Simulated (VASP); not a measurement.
Here is a VASP 6.6.1 calculation.

Contents of INCAR:

```
SYSTEM = ScTiC6N6
  ALGO = Normal
  EDIFF = 1E-6
  ENCUT = 520
  GGA = PE
  ISIF = 2
  ISMEAR = 0
  ISPIN = 2
  LASPH = .True.
  LCHARG = .False.
  LMAXMIX = 4
  LORBIT = 11
  LREAL = .False.
  LWAVE = .False.
  MAGMOM = 0 1 0 0 0 0 0 0 0 0 0 0 0 0
  NBANDS = 56
  NELM = 150
  PREC = Accurate
  SIGMA = 0.1
```

KPOINTS

```
k-points
0
Gamma
  4 4 4
  0 0 0
```

POSCAR

```
ScTiC6N6
1.0
    0.0000000000      5.5438364879      5.5438364879
    5.5438364879      0.0000000000      5.5438364879
    5.5438364879      5.5438364879      0.0000000000
Sc Ti C N
1 1 6 6
Direct
    0.5000000000      0.5000000000      0.5000000000
    0.0000000000      0.0000000000      0.0000000000
    0.8035839477      0.1964160523      0.1964160523
    0.1964160523      0.8035839477      0.1964160523
    0.1964160523      0.1964160523      0.8035839477
    0.1964160523      0.8035839477      0.8035839477
    0.8035839477      0.1964160523      0.8035839477
    0.8035839477      0.8035839477      0.1964160523
    0.6981115136      0.3018884864      0.3018884864
    0.3018884864      0.6981115136      0.3018884864
    0.3018884864      0.3018884864      0.6981115136
    0.3018884864      0.6981115136      0.6981115136
    0.6981115136      0.3018884864      0.6981115136
    0.6981115136      0.6981115136      0.3018884864
```

Potentials or basis: VASP PAW PBE potentials, release 64 (Sc_sv, Ti_sv, C, N).

The run is started by

```bash
$ cat potpaw_PBE.64/Sc_sv/POTCAR potpaw_PBE.64/Ti_sv/POTCAR potpaw_PBE.64/C/POTCAR potpaw_PBE.64/N/POTCAR > POTCAR
$ mpirun -np 1 vasp_std > vasp.out
```

Q: What does it give for the largest force?

A: 0.373 eV/Å.

Q: Estimate the site moments.

A: Sc +0.05; Ti +0.62; C -0.01; N +0.01 μB.

Q: Estimate the net moment.

A: 1.00 μB per cell.

Forces in eV/Å, atoms in the order of the input:
```
Sc   0.000  0.000  0.000
Ti   0.000  0.000  0.000
C   -0.373  0.000  0.000
C    0.000 -0.373  0.000
C    0.000  0.000 -0.373
C    0.373  0.000  0.000
C    0.000  0.373  0.000
C    0.000  0.000  0.373
N    0.354  0.000  0.000
N    0.000  0.354  0.000
N    0.000  0.000  0.354
N   -0.354  0.000  0.000
N    0.000 -0.354  0.000
N    0.000  0.000 -0.354
```
